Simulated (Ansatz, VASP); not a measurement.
# BiTe in VASP and in Ansatz

File INCAR:

```
SYSTEM = BiTe
  PREC = Accurate
  ENCUT = 520
  EDIFF = 1E-6
  ISMEAR = 0
  SIGMA = 0.15
  LREAL = .FALSE.
  LASPH = .TRUE.
  NELM = 100
  ALGO = Normal
  ISIF = 2
  LWAVE = .FALSE.
  LCHARG = .FALSE.
  GGA = PS
  NBANDS = 18
```

KPOINTS

```
regular mesh
0
G
  16 16 16
  0 0 0
```

POSCAR

```
BiTe
1.0
    0.0839252881      3.1971538327      3.1971538327
    3.1971538327      0.0839252881      3.1971538327
    3.2810791208      3.2810791208      0.0000000000
Bi Te
1 1
Direct
    0.0000000000      0.0000000000      0.0000000000
    0.5000000000      0.5000000000      0.5000000000
```

Input for Ansatz:

```yaml
crystal:
  lattice:
    - [0.0839252881, 3.1971538327, 3.1971538327]
    - [3.1971538327, 0.0839252881, 3.1971538327]
    - [3.2810791208, 3.2810791208, 0.0]
  atoms:
    - { symbol: Bi, position: [0.0, 0.0, 0.0] }
    - { symbol: Te, position: [0.5, 0.5, 0.5] }
basis:
  ecutwfc: 420
kpoints:
  mp_grid: { grid: [16, 16, 16] }
hamiltonian:
  xc: pbesol
scf:
  occupations: { method: gaussian, width: 0.15 }
output:
  forces: true
  stress: true
  eigenvalues: true
```

Change from the starting cell: strain +0.0525 x Voigt [0, 0, 0, 0, 0, 1], atoms carried along.

Alike in both runs: task single point; functional PBEsol; k mesh 16 × 16 × 16; occupations gaussian, width 0.15 eV; no spin polarisation.

|  | VASP | Ansatz |
| --- | --- | --- |
| version | VASP 6.6.1 | Ansatz 0.2.0 |
| potentials or method | VASP PAW PBE potentials, release 64 (Bi_d, Te), cutoff 520 eV | scalar-relativistic, plane waves, PAW |
| valence electrons in the cell | 21 | 31 |

```csv
,VASP,Ansatz,Ansatz less VASP
gap on the k mesh at the Fermi level (eV),none,none,-
pressure (GPa),0.0,0.0,+0.01
"traceless stress, the component that is largest in VASP (GPa)",0.09,0.09,+0.001
```

VASP's potentials were made for PBE, not for PBEsol. A gap of «none» marks a metal or a gap that the smearing closes. With one functional, cell and mesh, what is left measures potentials, basis and numerics. VASP's potentials hold 21 valence electrons a cell and Ansatz's 31, so a difference there can come from the potentials and not from the codes.

Neither program's run includes spin-orbit coupling.
